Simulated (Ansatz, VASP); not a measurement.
**In in VASP and in Ansatz**

```
In
1.0
    -1.63022    1.62208    2.47395
     1.63022   -1.62208    2.47395
     1.63022    1.62208   -2.47395
In
1
Direct
  0.00000 0.00000 0.00000
```

Change from the starting cell: strain +0.0025 x Voigt [1, -1, 0, 0, 0, 0], atoms carried along.

Alike in both runs: task single point; functional PBE; k mesh 20 × 20 × 20; occupations gaussian, width 0.15 eV; no spin polarisation.

|  | VASP | Ansatz |
| --- | --- | --- |
| version | VASP 6.6.1 | Ansatz 0.2.0 |
| potentials or method | VASP PAW PBE potentials, release 64 (In_d), cutoff 520 eV | scalar-relativistic, plane waves, PAW |
| valence electrons in the cell | 13 | 13 |

```csv
,VASP,Ansatz,Ansatz less VASP
gap on the k mesh at the Fermi level (eV),none,none,-
pressure (GPa),2.0,2.0,+0.08
"traceless stress, the component that is largest in VASP (GPa)",-0.21,-0.21,0.000
```

A gap of «none» marks a metal or a gap that the smearing closes. With one functional, cell and mesh, what is left measures potentials, basis and numerics.
